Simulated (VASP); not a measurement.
# Mg2Sn (Fm-3m) in VASP: single point with PBE

Aim: the single point of Mg2Sn with PBE.

All numbers are computed with VASP 6.6.1; they aren't measurements. Logs are shortened: lines on timing, memory, paths and dates and some standing lists are left out, and cuts for length are marked.

## Step 1: The cell of the first run

Symmetry: Fm-3m, No. 225, cubic system. The conventional cell has a = 6.760 Å, b = 6.760 Å, c = 6.760 Å, α = 90.00°, β = 90.00°, γ = 90.00°. Mg (site symmetry -43m) has 4 Sn at 2.93 Å and 6 Mg at 3.38 Å within 3.9 Å. Sn (site symmetry m-3m) has 8 Mg at 2.93 Å within 3.9 Å.

## Step 2: Single point, PBE

INCAR reads:

```
ALGO = Normal ; EDIFF = 1E-6
ENCUT = 600 ; GGA = PE
GGA_COMPAT = F ; ISIF = 2
ISMEAR = 0 ; LASPH = T
LCHARG = F ; LREAL = F
LWAVE = F ; NBANDS = 16
NELM = 120 ; PREC = Accurate
SIGMA = 0.1
```

KPOINTS reads:

```
k-points
0
Gamma
  4 4 4
```

POSCAR reads:

```
Mg2Sn
1.0
    0.0000000000      3.3801540000      3.3801540000
    3.3801540000      0.0000000000      3.3801540000
    3.3801540000      3.3801540000      0.0000000000
Mg Sn
2 1
Direct
    0.2500000000      0.2500000000      0.2500000000
    0.7500000000      0.7500000000      0.7500000000
    0.0000000000      0.0000000000      0.0000000000
```

Potentials or basis: VASP PAW PBE potentials, release 64 (Mg, Sn_d).

Started as:

```console
> cat potpaw_PBE.64/Mg/POTCAR potpaw_PBE.64/Sn_d/POTCAR > POTCAR
> mpirun -np 1 vasp_std > vasp.out
```

OUTCAR:

```text
EDIFF = 1E-6
   ENCUT = 600
   GGA = PE
   ISIF = 2
   ISMEAR = 0
   LASPH = T
   LREAL = F
   NELM = 120
   PREC = Accurate

 ion  position               nearest neighbor table
   1  0.250  0.250  0.250-   3 2.93   3 2.93   3 2.93   3 2.93   2 3.38   2 3.38   2 3.38   2 3.38
                             2 3.38   2 3.38
   2  0.750  0.750  0.750-   3 2.93   3 2.93   3 2.93   3 2.93   1 3.38   1 3.38   1 3.38   1 3.38
                             1 3.38   1 3.38
   3  0.000  0.000  0.000-   2 2.93   2 2.93   2 2.93   1 2.93   2 2.93   1 2.93   1 2.93   1 2.93

  LATTYP: Found a face centered cubic cell.
 ALAT       =     6.7603080000

  Lattice vectors:

 A1 = (   0.0000000000,   3.3801540000,   3.3801540000)
 A2 = (   3.3801540000,   0.0000000000,   3.3801540000)
 A3 = (   3.3801540000,   3.3801540000,   0.0000000000)

Analysis of symmetry for initial positions (statically):
=====================================================================
 Subroutine PRICEL returns:
 Original cell was already a primitive cell.

 Routine SETGRP: Setting up the symmetry group for a
 face centered cubic supercell.

 Subroutine GETGRP returns: Found 48 space group operations
 (whereof 48 operations were pure point group operations)
 out of a pool of 48 trial point group operations.

The static configuration has the point symmetry O_h .

Analysis of symmetry for dynamics (positions and initial velocities):
=====================================================================
 Subroutine PRICEL returns:
 Original cell was already a primitive cell.

 Routine SETGRP: Setting up the symmetry group for a
 face centered cubic supercell.

 Subroutine GETGRP returns: Found 48 space group operations
 (whereof 48 operations were pure point group operations)
 out of a pool of 48 trial point group operations.

The dynamic configuration has the point symmetry O_h .

 Subroutine INISYM returns: Found 48 space group operations
 (whereof 48 operations are pure point group operations),
 and found     1 'primitive' translations

----------------------------------------------------------------------------------------

                                     Primitive cell

  volume of cell :      77.2395

  direct lattice vectors                    reciprocal lattice vectors
     0.000000000  3.380154000  3.380154000    -0.147922254  0.147922254  0.147922254
     3.380154000  0.000000000  3.380154000     0.147922254 -0.147922254  0.147922254
[... 72 lines left out ...]
   EDIFFG = 0.1E-04   stopping-criterion for IOM
   NSW    =      0    number of steps for IOM
   IBRION =     -1    ionic relax: 0-MD 1-quasi-New 2-CG
   NFREE  =      0    steps in history (QN), initial steepest desc. (CG)
   ISIF   =      2    stress and relaxation
   ISYM   =      2    0-nonsym 1-usesym 2-fastsym
   POTIM  = 0.5000    time-step for ionic-motion
   TEBEG  =    0.0;   TEEND  =   0.0 temperature during run
   PSTRESS=    0.0 pullay stress
   NELECT =      18.0000    total number of electrons
   NUPDOWN=      -1.0000    fix difference up-down
   EMIN   =  10.00;   EMAX   =-10.00  energy-range for DOS
   EFERMI =   0.00;   METHOD = LEGACY
   ISMEAR =     0;   SIGMA  =   0.10  broadening in eV -4-tet -1-fermi 0-gaus
   EFERMI_NEDOS =   21; number of points for ismear=-14 and -15
   IALGO  =     38    algorithm
   IMIX   =      4    mixing-type and parameters
     AMIX     =   0.40;   BMIX     =  1.00
     AMIX_MAG =   1.60;   BMIX_MAG =  1.00
  volume/ion in A,a.u.               =      25.75       173.75
  Fermi-wavevector in a.u.,A,eV,Ry     =   1.007440  1.903786 13.809033  1.014935
  Thomas-Fermi vector in A             =   2.140245
   LORBIT       =      0    0 simple, 1 ext, 2 COOP (PROOUT), +10 PAW based schemes
   GGA     = PE    functional components
   LHFCALC =     F    Hartree Fock is set to
   AEXX    =    0.0000 exact exchange contribution
   IVDW    =     0    specifies the selected vdW correction
   LEPSILON=     F    determine dielectric tensor
   LRPA    =     F    only Hartree local field effects (RPA)
 non-spin polarized calculation
 Gauss-broadening in eV      SIGMA  =   0.10
  energy-cutoff  :      600.00
  volume of cell :       77.24
 maximum number of plane-waves:      2637
 NGX is ok and might be reduce to    40
   NGX = 19   NGY = 19   NGZ = 19

 number of electron      18.0000002 magnetization

 Free energy of the ion-electron system (eV)
  ---------------------------------------------------
  ext. energy  EPLUGINS =         0.00000000
  ---------------------------------------------------
  free energy    TOTEN  =        -7.24855197 eV

  energy without entropy =       -7.24599068  energy(sigma->0) =       -7.24727133

 E-fermi :   4.2182     XC(G=0):  -8.7477

 val. band max:        4.1328841383   @ k =   0.5000   0.5000   0.0000
 cond. band min:       4.3035743462   @ k =   0.0000   0.0000   0.0000
 fundamental gap:      0.1706902079
 Fermi energy:         4.2181670948

 k-point     1 :       0.0000    0.0000    0.0000
  band No.  band energies     occupation
      1     -16.6549      2.00000
      2     -16.6549      2.00000
      3     -16.6549      2.00000
      4     -16.6170      2.00000
      5     -16.6170      2.00000
      6      -4.8082      2.00000
[... 129 lines left out ...]
      3     -16.6481      2.00000
      4     -16.6178      2.00000
      5     -16.6151      2.00000
      6      -2.9951      2.00000
[... 8 lines left out ...]
     15      12.0072      0.00000
     16      12.6383      0.00000

------------------------ aborting loop because EDIFF is reached ----------------------------------------

  FORCE on cell =-STRESS in cart. coord.  units (eV):
  Direction    XX          YY          ZZ          XY          YZ          ZX
  --------------------------------------------------------------------------------------
  -------------------------------------------------------------------------------------
  Total        0.5008878      0.5008878      0.5008878     -0.0000000     -0.0000000      0.0000000
  in kB       10.3899060     10.3899060     10.3899060     -0.0000000     -0.0000000      0.0000000
  external PRESSURE =      10.3899060 kB  Pullay stress =       0.0000000 kB

 VOLUME and BASIS-vectors are now :
 -----------------------------------------------------------------------------
  energy-cutoff  :      600.00
  volume of cell :       77.24
      direct lattice vectors                 reciprocal lattice vectors
     0.000000000  3.380154000  3.380154000    -0.147922254  0.147922254  0.147922254
     3.380154000  0.000000000  3.380154000     0.147922254 -0.147922254  0.147922254
     3.380154000  3.380154000  0.000000000     0.147922254  0.147922254 -0.147922254

 POSITION                                       TOTAL-FORCE (eV/Angst)
 -----------------------------------------------------------------------------------
      1.69008      1.69008      1.69008         0.000000      0.000000      0.000000
      5.07023      5.07023      5.07023        -0.000000     -0.000000     -0.000000
      0.00000      0.00000      0.00000         0.000000     -0.000000      0.000000
 -----------------------------------------------------------------------------------
    total drift:                               -0.000000      0.000000     -0.000000

  FREE ENERGIE OF THE ION-ELECTRON SYSTEM (eV)
  ---------------------------------------------------
  free  energy   TOTEN  =        -7.2485519734 eV

  energy  without entropy=       -7.2459906808  energy(sigma->0) =       -7.24727133
```

stdout:

```text
POSCAR found type information on POSCAR MgSn
 POSCAR found :  2 types and       3 ions
 scaLAPACK will be used
 LDA part: xc-table for (Slater+PW92), standard interpolation
 POSCAR, INCAR and KPOINTS ok, starting setup
 FFT: planning ... GRIDC
 FFT: planning ... GRID_SOFT
 FFT: planning ... GRID
 WAVECAR not read
 entering main loop
```

It took 12 s on 1 thread of Intel Xeon 6975P-C (Granite Rapids), shared host; peak memory 0.23 GiB.

What came out:

```
Free energy            : -7.2486 eV
Pressure               : 1.0 GPa
Band gap on the k mesh : zero (bands 9 and 10 overlap by 0.17 eV)
```

Caveat: the k points lie up to 0.40 Å⁻¹ apart; spin-orbit coupling is left out, which moves the levels of the heavy elements.

The gap in the log of VASP goes by the Fermi energy; the results here count the filled bands.